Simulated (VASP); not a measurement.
# HPt24 in VASP: a series of runs

HPt24 is run at these levels: PBE+D3(BJ); tasks: single point.

All numbers are computed with VASP 6.6.1; they aren't measurements. Logs are shortened: lines on timing, memory, paths and dates and some standing lists are left out, and cuts for length are marked.

## 1. The cell of the first run

The cell holds a slab with vacuum, 25 atoms: a = 5.556 Å, b = 7.857 Å, c = 25.945 Å, α = 90.00°, β = 90.00°, γ = 90.00°.

## 2. Single point, PBE+D3(BJ)

INCAR

```
ALGO = Normal
DIPOL = 0.5 0.5 0.468
EDIFF = 1E-6
ENCUT = 520
GGA = PE
IDIPOL = 3
ISIF = 2
ISMEAR = 0
IVDW = 12
KPAR = 4
LASPH = True
LCHARG = False
LDIPOL = True
LREAL = Auto
LWAVE = False
NBANDS = 138
NELM = 60
PREC = Accurate
SIGMA = 0.1
```

KPOINTS

```
k-points
0
Gamma
  5 4 1
```

POSCAR

```
HPt24
1.0
    5.5558884578      0.0000000000      0.0000000000
    0.0000000000      7.8572128081      0.0000000000
    0.0000000000      0.0000000000     25.9448605723
Pt H
24 1
Direct
    0.2500000000      0.2500000000      0.3276178716
    0.2500000000      0.7500000000      0.3276178716
    0.7500000000      0.2500000000      0.3276178716
    0.7500000000      0.7500000000      0.3276178716
    0.5000000000      0.5000000000      0.3811534113
    0.5000000000      0.0000000000      0.3811534113
    0.0000000000      0.5000000000      0.3811534113
    0.0000000000      0.0000000000      0.3811534113
    0.7500000000      0.7500000000      0.4346889511
    0.7500000000      0.2500000000      0.4346889511
    0.2500000000      0.7500000000      0.4346889511
    0.2500000000      0.2500000000      0.4346889511
   -0.0000082140      0.0004145811      0.4880168527
   -0.0000082140      0.4995854189      0.4880168527
    0.5000082140      0.0004145811      0.4880168527
    0.5000082140      0.4995854189      0.4880168527
    0.2500000000      0.2500000000      0.5466827554
    0.2500000000      0.7500000000      0.5446765097
    0.7500000000      0.2500000000      0.5453229974
    0.7500000000      0.7500000000      0.5444486120
    0.5032915419      0.5048712574      0.5932345299
    0.5032915419     -0.0048712574      0.5932345299
   -0.0032915419      0.5048712574      0.5932345299
   -0.0032915419     -0.0048712574      0.5932345299
    0.2500000000      0.2500000000      0.6091177808
```

Potentials or basis: VASP PAW PBE potentials, release 64 (Pt, H).

Run with:

```console
$ cat potpaw_PBE.64/Pt/POTCAR potpaw_PBE.64/H/POTCAR > POTCAR
$ mpirun -np 4 vasp_std > vasp.out
```

OUTCAR:

```text
EDIFF = 1E-6
   ENCUT = 520
   GGA = PE
   ISIF = 2
   ISMEAR = 0
   IVDW = 12
   LASPH = True
   LREAL = Auto
   NELM = 60
   PREC = Accurate
 IVDW          = 12

 ion  position               nearest neighbor table
   1  0.250  0.250  0.328-   5 2.78   6 2.78   7 2.78   8 2.78   3 2.78   3 2.78  12 2.78
   2  0.250  0.750  0.328-   5 2.78   6 2.78   7 2.78   8 2.78   4 2.78   4 2.78  11 2.78
   3  0.750  0.250  0.328-   5 2.78   6 2.78   7 2.78   8 2.78   1 2.78   1 2.78  10 2.78
   4  0.750  0.750  0.328-   5 2.78   6 2.78   7 2.78   8 2.78   2 2.78   2 2.78   9 2.78
   5  0.500  0.500  0.381-  16 2.77   2 2.78   3 2.78   4 2.78   1 2.78   7 2.78   7 2.78  11 2.78
                            12 2.78   9 2.78  10 2.78
   6  0.500  0.000  0.381-  15 2.77   2 2.78   3 2.78   4 2.78   1 2.78   8 2.78   8 2.78  11 2.78
                            12 2.78   9 2.78  10 2.78
   7  0.000  0.500  0.381-  14 2.77   2 2.78   3 2.78   4 2.78   1 2.78   5 2.78   5 2.78  11 2.78
                            12 2.78   9 2.78  10 2.78
   8  0.000  0.000  0.381-  13 2.77   2 2.78   3 2.78   4 2.78   1 2.78   6 2.78   6 2.78  11 2.78
                            12 2.78   9 2.78  10 2.78
   9  0.750  0.750  0.435-  13 2.78  14 2.78  15 2.78  16 2.78  11 2.78  11 2.78   4 2.78   7 2.78
                             8 2.78   5 2.78   6 2.78  20 2.85
  10  0.750  0.250  0.435-  13 2.77  14 2.77  15 2.77  16 2.77  12 2.78  12 2.78   3 2.78   7 2.78
                             8 2.78   5 2.78   6 2.78  19 2.87
  11  0.250  0.750  0.435-  13 2.78  14 2.78  15 2.78  16 2.78   9 2.78   9 2.78   2 2.78   7 2.78
[... 8 lines left out ...]
                            20 2.82  18 2.82  19 2.83  17 2.84
  16  0.500  0.500  0.488-  21 2.73   5 2.77  10 2.77  12 2.77   9 2.78  11 2.78  14 2.78  14 2.78
                            20 2.82  18 2.82  19 2.83  17 2.84
  17  0.250  0.250  0.547-  25 1.62  22 2.73  23 2.73  24 2.73  21 2.73  19 2.78  19 2.78  16 2.84
                            13 2.84  14 2.84  15 2.84  12 2.91
  18  0.250  0.750  0.545-  21 2.70  22 2.70  23 2.70  24 2.70  20 2.78  20 2.78  15 2.82  16 2.82
                            13 2.82  14 2.82  11 2.85
  19  0.750  0.250  0.545-  21 2.73  22 2.73  23 2.73  24 2.73  17 2.78  17 2.78  15 2.83  16 2.83
                            13 2.83  14 2.83  10 2.87
  20  0.750  0.750  0.544-  21 2.68  22 2.68  23 2.68  24 2.68  18 2.78  18 2.78  15 2.82  16 2.82
                            13 2.82  14 2.82   9 2.85
  21  0.503  0.505  0.593-  20 2.68  18 2.70  19 2.73  17 2.73  16 2.73  23 2.74  23 2.81
  22  0.503  0.995  0.593-  20 2.68  18 2.70  19 2.73  17 2.73  15 2.73  24 2.74  24 2.81
  23  0.997  0.505  0.593-  20 2.68  18 2.70  19 2.73  17 2.73  14 2.73  21 2.74  21 2.81
  24  0.997  0.995  0.593-  20 2.68  18 2.70  19 2.73  17 2.73  13 2.73  22 2.74  22 2.81
  25  0.250  0.250  0.609-  17 1.62

  LATTYP: Found a simple orthorhombic cell.
 ALAT       =     5.5558884578
 B/A-ratio  =     1.4142135624
 C/A-ratio  =     4.6697950777

  Lattice vectors:

 A1 = (   5.5558884578,   0.0000000000,   0.0000000000)
 A2 = (   0.0000000000,   7.8572128081,   0.0000000000)
 A3 = (   0.0000000000,   0.0000000000,  25.9448605723)

Analysis of symmetry for initial positions (statically):
=====================================================================
 Subroutine PRICEL returns:
 Original cell was already a primitive cell.

 Routine SETGRP: Setting up the symmetry group for a
 simple orthorhombic supercell.

 Subroutine GETGRP returns: Found  4 space group operations
 (whereof  1 operations were pure point group operations)
 out of a pool of  8 trial point group operations.

The static configuration has the point symmetry C_1 .
 The point group associated with its full space group is C_2v.

Analysis of symmetry for dynamics (positions and initial velocities):
=====================================================================
 Subroutine PRICEL returns:
 Original cell was already a primitive cell.

 Routine SETGRP: Setting up the symmetry group for a
 simple orthorhombic supercell.

 Subroutine GETGRP returns: Found  4 space group operations
 (whereof  1 operations were pure point group operations)
 out of a pool of  8 trial point group operations.

The dynamic configuration has the point symmetry C_1 .
 The point group associated with its full space group is C_2v.

 Subroutine INISYM returns: Found  4 space group operations
 (whereof  1 operations are pure point group operations),
 and found     1 'primitive' translations

----------------------------------------------------------------------------------------

                                     Primitive cell

  volume of cell :    1132.5917

  direct lattice vectors                    reciprocal lattice vectors
     5.555888458  0.000000000  0.000000000     0.179989215  0.000000000  0.000000000
     0.000000000  7.857212808  0.000000000     0.000000000  0.127271594  0.000000000
[... 88 lines left out ...]
  0.000000  0.000000  0.000000      1.000000
  0.200000  0.000000  0.000000      2.000000
  0.400000  0.000000  0.000000      2.000000
  0.000000  0.250000  0.000000      2.000000
  0.200000  0.250000  0.000000      4.000000
  0.400000  0.250000  0.000000      4.000000
  0.000000  0.500000  0.000000      1.000000
  0.200000  0.500000  0.000000      2.000000
  0.400000  0.500000  0.000000      2.000000
   k-points           NKPTS =      9   k-points in BZ     NKDIM =      9   number of bands    NBANDS=    138
   number of dos      NEDOS =    301   number of ions     NIONS =     25
   total plane-waves  NPLWV = 493920
   dimension x,y,z NGX =    42 NGY =   60 NGZ =  196
   dimension x,y,z NGXF=    84 NGYF=  120 NGZF=  392
   ions per type =              24   1
   NGX,Y,Z   is equivalent  to a cutoff of  12.57, 12.70, 12.56 a.u.
   NGXF,Y,Z  is equivalent  to a cutoff of  25.13, 25.39, 25.12 a.u.
 SYSTEM =  unknown system
   PREC   = accura    normal or accurate (medium, high low for compatibility)
   ISTART =      0    job   : 0-new  1-cont  2-samecut
   ICHARG =      2    charge: 1-file 2-atom 10-const
   ISPIN  =      1    spin polarized calculation?
   LNONCOLLINEAR =      F non collinear calculations
   LSORBIT =      F    spin-orbit coupling
   LASPH  =      T    aspherical Exc in radial PAW
   ENCUT  =  520.0 eV  38.22 Ry    6.18 a.u.  10.33 14.61 48.24*2*pi/ulx,y,z
   NELM   =     60;   NELMIN=  2; NELMDL= -5     # of ELM steps
   EDIFF  = 0.1E-05   stopping-criterion for ELM
   LREAL  =      T    real-space projection
   EDIFFG = 0.1E-04   stopping-criterion for IOM
   NSW    =      0    number of steps for IOM
   IBRION =     -1    ionic relax: 0-MD 1-quasi-New 2-CG
   NFREE  =      0    steps in history (QN), initial steepest desc. (CG)
   ISIF   =      2    stress and relaxation
   ISYM   =      2    0-nonsym 1-usesym 2-fastsym
   POTIM  = 0.5000    time-step for ionic-motion
   TEBEG  =    0.0;   TEEND  =   0.0 temperature during run
   PSTRESS=    0.0 pullay stress
   NELECT =     241.0000    total number of electrons
   NUPDOWN=      -1.0000    fix difference up-down
   EMIN   =  10.00;   EMAX   =-10.00  energy-range for DOS
   EFERMI =   0.00;   METHOD = LEGACY
   ISMEAR =     0;   SIGMA  =   0.10  broadening in eV -4-tet -1-fermi 0-gaus
   EFERMI_NEDOS =   21; number of points for ismear=-14 and -15
   IALGO  =     38    algorithm
   IMIX   =      4    mixing-type and parameters
     AMIX     =   0.40;   BMIX     =  1.00
     AMIX_MAG =   1.60;   BMIX_MAG =  1.00
  volume/ion in A,a.u.               =      45.30       305.72
  Fermi-wavevector in a.u.,A,eV,Ry     =   0.977363  1.846949 12.996817  0.955239
  Thomas-Fermi vector in A             =   2.108055
   LORBIT       =      0    0 simple, 1 ext, 2 COOP (PROOUT), +10 PAW based schemes
   GGA     = PE    functional components
   LHFCALC =     F    Hartree Fock is set to
   AEXX    =    0.0000 exact exchange contribution
   IVDW    =    12    specifies the selected vdW correction
   LEPSILON=     F    determine dielectric tensor
   LRPA    =     F    only Hartree local field effects (RPA)
 non-spin polarized calculation
 Gauss-broadening in eV      SIGMA  =   0.10
  energy-cutoff  :      520.00
  volume of cell :     1132.59
 maximum number of plane-waves:     30534
 NGX is ok and might be reduce to    42
   NGX = 21   NGY = 29   NGZ = 97

 dipolmoment           0.000000      0.000000      0.158458 electrons x Angstroem

 number of electron     241.0000023 magnetization

 dipolmoment           0.000000      0.000000     -0.027602 electrons x Angstroem

 Free energy of the ion-electron system (eV)
  ---------------------------------------------------
  ext. energy  EPLUGINS =         0.00000000
  ---------------------------------------------------
  free energy    TOTEN  =      -139.21639672 eV

  energy without entropy =     -138.96817965  energy(sigma->0) =     -139.09228819

 E-fermi :  -0.0755     XC(G=0):  -5.1348

 val. band max:       -0.0774170144   @ k =   0.2000   0.5000   0.0000
 cond. band min:      -0.0754831044   @ k =   0.0000   0.0000   0.0000
 fundamental gap:      0.0019339100
 Fermi energy:        -0.0755002091

 k-point     1 :       0.0000    0.0000    0.0000
  band No.  band energies     occupation
      1      -9.5377      2.00000
      2      -8.1149      2.00000
      3      -7.1779      2.00000
      4      -7.1252      2.00000
      5      -7.1135      2.00000
      6      -6.8944      2.00000
[... 1204 lines left out ...]
    131       1.1485      0.00000
    132       1.2738      0.00000
 [bands above 132 left out]

------------------------ aborting loop because EDIFF is reached ----------------------------------------

 vacuum level on the upper side and lower side of the slab       (xc-potential included)        -0.214        -0.107

 Edisp (eV)  -13.38299

 E8    (eV) :    -6.3530

  FORCE on cell =-STRESS in cart. coord.  units (eV):
  Direction    XX          YY          ZZ          XY          YZ          ZX
  --------------------------------------------------------------------------------------
  -------------------------------------------------------------------------------------
  Total     -25.39547   -15.12467    -2.73574     0.00000     0.00000     0.00000
  in kB     -35.92473   -21.39553    -3.87001     0.00000     0.00000     0.00000
  external pressure =      -20.40 kB  Pullay stress =        0.00 kB

 VOLUME and BASIS-vectors are now :
 -----------------------------------------------------------------------------
  energy-cutoff  :      520.00
  volume of cell :     1132.59
      direct lattice vectors                 reciprocal lattice vectors
     5.555888458  0.000000000  0.000000000     0.179989215  0.000000000  0.000000000
     0.000000000  7.857212808  0.000000000     0.000000000  0.127271594  0.000000000
     0.000000000  0.000000000 25.944860572     0.000000000  0.000000000  0.038543279

 POSITION                                       TOTAL-FORCE (eV/Angst)
 -----------------------------------------------------------------------------------
      1.38897      1.96430      8.50000         0.000000     -0.000000      0.513266
      1.38897      5.89291      8.50000         0.000000     -0.000000      0.596810
      4.16692      1.96430      8.50000         0.000000     -0.000000      0.599218
      4.16692      5.89291      8.50000         0.000000     -0.000000      0.610038
      2.77794      3.92861      9.88897        -0.001755     -0.012259     -0.823943
      2.77794      0.00000      9.88897        -0.001755      0.012259     -0.823943
[... 17 lines left out ...]
      5.53760      7.81894     15.39139         0.001461      0.001240     -0.029592
      1.38897      1.96430     15.80348         0.000000     -0.000000      0.036759
 -----------------------------------------------------------------------------------
    total drift:                                0.000000      0.000000     -0.016583

  FREE ENERGIE OF THE ION-ELECTRON SYSTEM (eV)
  ---------------------------------------------------
  free  energy   TOTEN  =      -152.5993912314 eV

  energy  without entropy=     -152.3511741675  energy(sigma->0) =     -152.47528270

 vacuum level on the upper side and lower side of the slab         5.080         5.192
```

Wall time 30 min (4 MPI ranks of Intel Xeon Platinum 8259CL at 2.50GHz (Skylake/Cascade Lake), shared host); peak memory 1.5 GiB.

What came out:

- Free energy: -152.5994 eV
- Largest force: 0.824 eV/Å
- Band gap on the k mesh: zero (an odd number of electrons rules out a gap without spin polarisation)
- Dispersion energy per atom: -0.535 eV

Forces in eV/Å, atoms in the order of the input:
```
Pt   0.000  0.000  0.513
Pt   0.000  0.000  0.597
Pt   0.000  0.000  0.599
Pt   0.000  0.000  0.610
Pt  -0.002 -0.012 -0.824
Pt  -0.002  0.012 -0.824
Pt   0.002 -0.012 -0.824
Pt   0.002  0.012 -0.824
Pt   0.000  0.000  0.103
Pt   0.000  0.000  0.259
Pt   0.000  0.000  0.223
Pt   0.000  0.000  0.511
Pt   0.001  0.001  0.005
Pt   0.001 -0.001  0.005
Pt  -0.001  0.001  0.005
Pt  -0.001 -0.001  0.005
Pt   0.000  0.000 -0.039
Pt   0.000  0.000 -0.007
Pt   0.000  0.000 -0.007
Pt   0.000  0.000 -0.006
Pt  -0.001 -0.001 -0.030
Pt  -0.001  0.001 -0.030
Pt   0.001 -0.001 -0.030
Pt   0.001  0.001 -0.030
H    0.000  0.000  0.037
```

Levels at points of the mesh, in eV from the Fermi level:
```
           k point  band 118  band 119  band 120  band 121  band 122  band 123  band 124  band 125  band 126  band 127
(0.00, 0.00, 0.00)      0.09      0.09      0.14      0.15      0.16      0.16      0.23      0.29      0.30      0.37
(0.00, 0.50, 0.00)      0.15      0.15      0.15      0.25      0.27      0.27      0.28      0.30      0.31      0.54
```

Caveat: spin-orbit coupling is left out, which moves the levels of the heavy elements.

## 3. Single point, PBE+D3(BJ)

INCAR

```
SYSTEM = HPt24
PREC     = Accurate       ! precision mode
ENCUT    = 520            ! plane-wave cutoff, eV
EDIFF    = 1E-6           ! SCF threshold, eV
ISMEAR   = 0              ! smearing method
SIGMA    = 0.1            ! smearing width, eV
LREAL    = Auto         
LASPH    = .TRUE.         ! aspherical terms in the spheres
NELM     = 80             ! most SCF steps
ALGO     = Fast           ! electronic algorithm
ISIF     = 2              ! what is computed and relaxed
LWAVE    = .FALSE.        ! write WAVECAR
LCHARG   = .FALSE.        ! write CHGCAR
LDIPOL   = .TRUE.       
IDIPOL   = 3            
DIPOL    = 0.5 0.5 0.469
GGA      = PE             ! functional
IVDW     = 12             ! dispersion correction
NBANDS   = 138            ! bands
KPAR     = 4
```

KPOINTS

```
regular mesh
0
G
  5 4 1
  0 0 0
```

POSCAR

```
HPt24
1.0
    5.5558884578      0.0000000000      0.0000000000
    0.0000000000      7.8572128081      0.0000000000
    0.0000000000      0.0000000000     25.9448605723
Pt H
24 1
Direct
    0.2500000000      0.2500000000      0.3276178716
    0.2500000000      0.7500000000      0.3276178716
    0.7500000000      0.2500000000      0.3276178716
    0.7500000000      0.7500000000      0.3276178716
    0.5000000000      0.5000000000      0.3811534113
    0.5000000000      0.0000000000      0.3811534113
    0.0000000000      0.5000000000      0.3811534113
    0.0000000000      0.0000000000      0.3811534113
    0.7500000000      0.7500000000      0.4346889511
    0.7500000000      0.2500000000      0.4346889511
    0.2500000000      0.7500000000      0.4346889511
    0.2500000000      0.2500000000      0.4346889511
   -0.0004346355      0.0000000000      0.4888191426
   -0.0002555635      0.5000000000      0.4879944787
    0.5004346355      0.0000000000      0.4888191426
    0.5002555635      0.5000000000      0.4879944787
    0.2500000000      0.2461993793      0.5447500234
    0.2500000000      0.7538006207      0.5447500234
    0.7500000000      0.2457386255      0.5456093841
    0.7500000000      0.7542613745      0.5456093841
    0.4994357721      0.5000000000      0.5914503654
    0.5007684769      0.0000000000      0.5969571227
    0.0005642279      0.5000000000      0.5914503654
   -0.0007684769      0.0000000000      0.5969571227
    0.2500000000      1.0000000000      0.6378457177
```

Potentials or basis: VASP PAW PBE potentials, release 64 (Pt, H).

Run with:

```console
$ cat potpaw_PBE.64/Pt/POTCAR potpaw_PBE.64/H/POTCAR > POTCAR
$ mpirun -np 4 vasp_std > vasp.out
```

It took 31 min on 4 MPI ranks of Oxide Virtual Turin-like, shared host; peak memory 1.6 GiB.

The run converged. Its results:

| Property | Result |
| --- | --- |
| Free energy | -153.1626 eV |
| Largest force | 0.934 eV/Å |
| Band gap on the k mesh | zero (an odd number of electrons rules out a gap without spin polarisation) |
| Dispersion energy per atom | -0.533 eV |

Forces in eV/Å, atoms in the order of the input:
```
Pt   0.000 -0.023  0.628
Pt   0.000  0.023  0.628
Pt   0.000 -0.012  0.601
Pt   0.000  0.012  0.601
Pt  -0.001  0.000 -0.724
Pt   0.003  0.000 -0.934
Pt   0.001  0.000 -0.724
Pt  -0.003  0.000 -0.934
Pt   0.000  0.151  0.280
Pt   0.000 -0.151  0.280
Pt   0.000  0.133  0.209
Pt   0.000 -0.133  0.209
Pt  -0.008  0.000 -0.010
Pt   0.000  0.000  0.013
Pt   0.008  0.000 -0.010
Pt   0.000  0.000  0.013
Pt   0.000  0.010 -0.004
Pt   0.000 -0.010 -0.004
Pt   0.000 -0.002  0.005
Pt   0.000  0.002  0.005
Pt   0.000  0.000 -0.050
Pt  -0.004  0.000 -0.020
Pt   0.000  0.000 -0.050
Pt   0.004  0.000 -0.020
H    0.000  0.000  0.011
```

Levels at points of the mesh, in eV from the Fermi level:
| k point | band 119 | band 120 | band 121 | band 122 | band 123 | band 124 |
| --- | --- | --- | --- | --- | --- | --- |
| (0.00, 0.00, 0.00) | 0.10 | 0.10 | 0.17 | 0.20 | 0.26 | 0.28 |
| (0.00, 0.50, 0.00) | 0.20 | 0.20 | 0.23 | 0.24 | 0.27 | 0.28 |

Caveat: spin-orbit coupling is left out, which moves the levels of the heavy elements.
